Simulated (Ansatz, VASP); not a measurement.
## One calculation of SrGe12Pt4, two programs

```
Sr Ge Pt
1.0
    -4.32545    4.32545    4.32545
     4.32545   -4.32545    4.32545
     4.32545    4.32545   -4.32545
Sr Ge Pt
1 12 4
Direct
  0.00000 0.00000 0.00000
  0.84757 0.49074 0.64317
  0.64317 0.15243 0.79560
  0.50926 0.35683 0.15243
  0.15243 0.79560 0.64317
  0.35683 0.15243 0.50926
  0.79560 0.64317 0.15243
  0.15243 0.50926 0.35683
  0.20440 0.35683 0.84757
  0.84757 0.20440 0.35683
  0.35683 0.84757 0.20440
  0.64317 0.84757 0.49074
  0.49074 0.64317 0.84757
  0.50000 0.50000 0.50000
  0.00000 0.50000 0.00000
  0.50000 0.00000 0.00000
  0.00000 0.00000 0.50000
```

Alike in both runs: task single point; functional PBE; k mesh 4 × 4 × 4; occupations gaussian, width 0.1 eV; no spin polarisation.

|  | VASP | Ansatz |
| --- | --- | --- |
| version | VASP 6.6.1 | Ansatz 0.2.0 |
| potentials or method | VASP PAW PBE potentials, release 64 (Sr_sv, Ge_d, Pt), cutoff 520 eV | scalar-relativistic, plane waves, PAW |
| valence electrons in the cell | 218 | 250 |

```csv
,VASP,Ansatz,Ansatz less VASP
gap on the k mesh at the Fermi level (eV),none,none,-
pressure (GPa),4.5,4.5,-0.03
rms of the force components (eV/Å),0.100,0.102,+0.0012
```

Atom by atom the forces differ by 0.001 eV/Å (rms over components). A gap of «none» marks a metal or a gap that the smearing closes. VASP's potentials hold 218 valence electrons a cell and Ansatz's 250, so a difference there can come from the potentials and not from the codes.

Neither program's run includes spin-orbit coupling.
